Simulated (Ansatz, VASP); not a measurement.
**Two plane-wave programs on Pb**

The input INCAR:

```
SYSTEM = Pb
PREC = Accurate
ENCUT = 520
EDIFF = 1E-6
ISMEAR = 0
SIGMA = 0.1
LREAL = .FALSE.
LASPH = .TRUE.
NELM = 100
ALGO = Normal
ISIF = 2
LWAVE = .FALSE.
LCHARG = .FALSE.
GGA = PE
NBANDS = 13
```

Contents of KPOINTS:

```
regular mesh
0
G
  6 6 4
  0 0 0
```

Contents of POSCAR:

```
Pb
1.0
    2.7684110400      0.0000000000      0.0000000000
    0.0000000000      2.9145797500      0.0000000000
    0.0000000000      0.0000000000      3.8240521100
Pb
1
Direct
    0.0000000000      0.0000000000      0.5000000000
```

Input for Ansatz:

```yaml
crystal:
  lattice:
    - [2.76841104, 0.0, 0.0]
    - [0.0, 2.91457975, 0.0]
    - [0.0, 0.0, 3.82405211]
  atoms:
    - { symbol: Pb, position: [0.0, 0.0, 0.5] }
basis:
  ecutwfc: 420
kpoints:
  mp_grid: { grid: [6, 6, 4] }
hamiltonian:
  xc: pbe
scf:
  occupations: { method: gaussian, width: 0.1 }
  lower_state_search: "off"
output:
  forces: true
  stress: true
  eigenvalues: true
```

Alike in both runs: task single point; functional PBE; k mesh 6 × 6 × 4; occupations gaussian, width 0.1 eV; no spin polarisation.

|  | VASP | Ansatz |
| --- | --- | --- |
| version | VASP 6.6.1 | Ansatz 0.2.0 |
| potentials or method | VASP PAW PBE potentials, release 64 (Pb_d), cutoff 520 eV | scalar-relativistic, plane waves, PAW |
| valence electrons in the cell | 14 | 14 |

```tsv
	VASP	Ansatz	Ansatz less VASP
gap on the k mesh at the Fermi level (eV)	none	none	-
pressure (GPa)	15.8	15.9	+0.09
traceless stress, the component that is largest in VASP (GPa)	-20.12	-20.17	-0.056
```

A gap of «none» marks a metal or a gap that the smearing closes.

The k mesh is coarse, so the values compare programs but aren't converged. Spin-orbit coupling is off throughout.
